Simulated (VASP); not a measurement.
# BP (F-43m) in VASP: further runs, part 2 of 2

VASP 6.6.1. Earlier steps stand in the parts before.

## 4. Single point, PBEsol

Contents of INCAR:

```
SYSTEM = BP
  PREC = Accurate
  ENCUT = 520
  EDIFF = 1E-6
  ISMEAR = 1
  SIGMA = 0.05
  LREAL = .False.
  LASPH = .True.
  NELM = 100
  ALGO = Normal
  ISIF = 2
  LWAVE = .False.
  LCHARG = .True.
  GGA = PS
  LELF = .True.
  LVHAR = .True.
  NBANDS = 11
```

Contents of KPOINTS:

```
regular mesh
0
Gamma
  6 6 6
  0 0 0
```

Contents of POSCAR:

```
BP
1.0
    0.0000000000      2.2683156840      2.2683156840
    2.2683156840      0.0000000000      2.2683156840
    2.2683156840      2.2683156840      0.0000000000
B P
1 1
Direct
    0.0000000000      0.0000000000      0.0000000000
    0.2500000000      0.2500000000      0.2500000000
```

Potentials or basis: VASP PAW PBE potentials, release 64 (B, P).

Run with:

```bash
$ cat potpaw_PBE.64/B/POTCAR potpaw_PBE.64/P/POTCAR > POTCAR
$ mpirun -np 1 vasp_std > vasp.out
```

OUTCAR:

```text
SYSTEM = BP
   PREC = Accurate
   ENCUT = 520
   EDIFF = 1E-6
   ISMEAR = 1
   LREAL = .False.
   LASPH = .True.
   NELM = 100
   ISIF = 2
   GGA = PS

 ion  position               nearest neighbor table
   1  0.000  0.000  0.000-   2 1.96   2 1.96   2 1.96   2 1.96
   2  0.250  0.250  0.250-   1 1.96   1 1.96   1 1.96   1 1.96

  LATTYP: Found a face centered cubic cell.
 ALAT       =     4.5366313680

  Lattice vectors:

 A1 = (   0.0000000000,   2.2683156840,   2.2683156840)
 A2 = (   2.2683156840,   0.0000000000,   2.2683156840)
 A3 = (   2.2683156840,   2.2683156840,   0.0000000000)

Analysis of symmetry for initial positions (statically):
=====================================================================
 Subroutine PRICEL returns:
 Original cell was already a primitive cell.

 Routine SETGRP: Setting up the symmetry group for a
 face centered cubic supercell.

 Subroutine GETGRP returns: Found 24 space group operations
 (whereof 24 operations were pure point group operations)
 out of a pool of 48 trial point group operations.

The static configuration has the point symmetry T_d .

Analysis of symmetry for dynamics (positions and initial velocities):
[... 160 lines left out ...]
      2       7.4227      2.00000
      3       7.4227      2.00000
      4       7.4227      2.00000
      5      10.7778      0.00000
      6      10.7778      0.00000
      7      10.7778      0.00000
      8      14.7789      0.00000
      9      18.6678      0.00000
     10      19.5428      0.00000
     11      19.5428      0.00000
[... 197 lines left out ...]
 k-point    16 :      -0.3333    0.5000    0.1667
  band No.  band energies     occupation
      1      -2.9976      2.00000
      2      -0.8116      2.00000
      3       2.0543      2.00000
      4       2.1750      2.00000
      5      11.1652      0.00000
      6      11.7623      0.00000
      7      16.5143      0.00000
      8      17.1434      0.00000
      9      20.3289      0.00000
     10      23.5867      0.00000
     11      23.8421      0.00000

------------------------ aborting loop because EDIFF is reached ----------------------------------------

  FORCE on cell =-STRESS in cart. coord.  units (eV):
  Direction    XX          YY          ZZ          XY          YZ          ZX
  --------------------------------------------------------------------------------------
  -------------------------------------------------------------------------------------
  Total       -0.2298994     -0.2298994     -0.2298994      0.0000000      0.0000000      0.0000000
  in kB      -15.7800325    -15.7800325    -15.7800325      0.0000000      0.0000000      0.0000000
  external PRESSURE =     -15.7800325 kB  Pullay stress =       0.0000000 kB

 VOLUME and BASIS-vectors are now :
 -----------------------------------------------------------------------------
  energy-cutoff  :      520.00
  volume of cell :       23.34
      direct lattice vectors                 reciprocal lattice vectors
     0.000000000  2.268315684  2.268315684    -0.220427872  0.220427872  0.220427872
     2.268315684  0.000000000  2.268315684     0.220427872 -0.220427872  0.220427872
     2.268315684  2.268315684  0.000000000     0.220427872  0.220427872 -0.220427872

 POSITION                                       TOTAL-FORCE (eV/Angst)
 -----------------------------------------------------------------------------------
      0.00000      0.00000      0.00000        -0.000000     -0.000000     -0.000000
      1.13416      1.13416      1.13416         0.000000      0.000000      0.000000
 -----------------------------------------------------------------------------------
    total drift:                                0.000000      0.000000      0.000000

  FREE ENERGIE OF THE ION-ELECTRON SYSTEM (eV)
  ---------------------------------------------------
  free  energy   TOTEN  =       -13.6542663434 eV

  energy  without entropy=      -13.6543066066  energy(sigma->0) =      -13.65427976
```

stdout:

```text
POSCAR found type information on POSCAR B P
 POSCAR found :  2 types and       2 ions
 scaLAPACK will be used
 -----------------------------------------------------------------------------
|                                                                             |
|                                                                             |
|     You enforced a specific xc type in the INCAR file but a different       |
|     I HOPE YOU KNOW WHAT YOU ARE DOING!                                     |
|                                                                             |
 -----------------------------------------------------------------------------

 LDA part: xc-table for (Slater+PW92), standard interpolation
 POSCAR, INCAR and KPOINTS ok, starting setup
 FFT: planning ... GRIDC
 FFT: planning ... GRID_SOFT
 FFT: planning ... GRID
 WAVECAR not read
 entering main loop
```

It took 4.5 s on 1 thread of Intel Xeon Platinum 8488C (Sapphire Rapids), shared host; peak memory 0.13 GiB.

What came out:

| Item | Value |
| --- | --- |
| Free energy | -13.6543 eV |
| Pressure | -1.6 GPa |
| Band gap on the k mesh | 1.22 eV, indirect (least direct gap 3.36 eV) |

Levels at points of the mesh, in eV from the valence-band top:
| k point | band 1 | band 2 | band 3 | band 4 | band 5 | band 6 | band 7 | band 8 | band 9 |
| --- | --- | --- | --- | --- | --- | --- | --- | --- | --- |
| (0.00, 0.00, 0.00) | -15.51 | 0.00 | 0.00 | 0.00 | 3.36 | 3.36 | 3.36 | 7.36 | 11.25 |
| (0.50, 0.00, 0.00) | -12.15 | -9.11 | -1.77 | -1.77 | 3.74 | 4.65 | 4.65 | 9.93 | 14.59 |
| (0.50, 0.50, 0.00) | -10.63 | -8.61 | -4.15 | -4.15 | 1.22 | 1.51 | 12.10 | 12.10 | 15.14 |

Caveat: the PAW data sets were made with another functional, which shifts forces and pressure a little.

## 5. Single point, PBEsol

Contents of INCAR:

```
SYSTEM = BP
ALGO     = Normal         ! electronic algorithm
EDIFF    = 1E-6           ! SCF threshold, eV
ENCUT    = 520            ! plane-wave cutoff, eV
GGA      = PS             ! functional
ISIF     = 2              ! what is computed and relaxed
ISMEAR   = 0              ! smearing method
LASPH    = .True.         ! aspherical terms in the spheres
LCHARG   = .False.        ! write CHGCAR
LREAL    = .False.        ! projectors in reciprocal space
LWAVE    = .False.        ! write WAVECAR
NBANDS   = 11             ! bands
NELM     = 60             ! most SCF steps
PREC     = Accurate       ! precision mode
SIGMA    = 0.01           ! smearing width, eV
```

Contents of KPOINTS:

```
k-points
0
Gamma
  6 6 6
  0 0 0
```

POSCAR is that of step 4.

Run with:

```bash
$ cat potpaw_PBE.64/B/POTCAR potpaw_PBE.64/P/POTCAR > POTCAR
$ mpirun -np 1 vasp_std > vasp.out
```

Wall time 4.1 s (1 thread of Intel Xeon Platinum 8488C (Sapphire Rapids), shared host); peak memory 0.13 GiB.

It converged, with:

- Free energy: -13.6543 eV
- Pressure: -1.6 GPa
- Band gap on the k mesh: 1.22 eV, indirect (least direct gap 3.36 eV)

Levels at points of the mesh, in eV from the valence-band top:
```tsv
k point	band 1	band 2	band 3	band 4	band 5	band 6	band 7	band 8	band 9
(0.00, 0.00, 0.00)	-15.51	0.00	0.00	0.00	3.36	3.36	3.36	7.36	11.25
(0.50, 0.00, 0.00)	-12.15	-9.11	-1.77	-1.77	3.74	4.65	4.65	9.93	14.59
(0.50, 0.50, 0.00)	-10.63	-8.61	-4.15	-4.15	1.22	1.51	12.10	12.10	15.14
```

Caveat: the PAW data sets were made with another functional, which shifts forces and pressure a little.

## 6. Summary

```tsv
smearing	gap on the mesh (eV)	pressure (GPa)
gaussian 0.01 eV	1.22	-1.6
gaussian 0.2 eV	1.22	-1.6
methfessel-paxton 0.05 eV	1.22	-1.6
```

Alike in all rows: task single point; level PBEsol; potentials or basis VASP PAW PBE potentials, release 64 (B, P); no spin polarisation; cell as given; k mesh 6 × 6 × 6; cutoff (eV) 520.

On the cell as given the gap runs from 1.22 eV (PBEsol) to 1.22 eV (PBEsol).

Caveats: the PAW data sets were made with another functional, which shifts forces and pressure a little.

Total energies depend on the potentials used, so only differences within one code and one set of settings carry meaning.
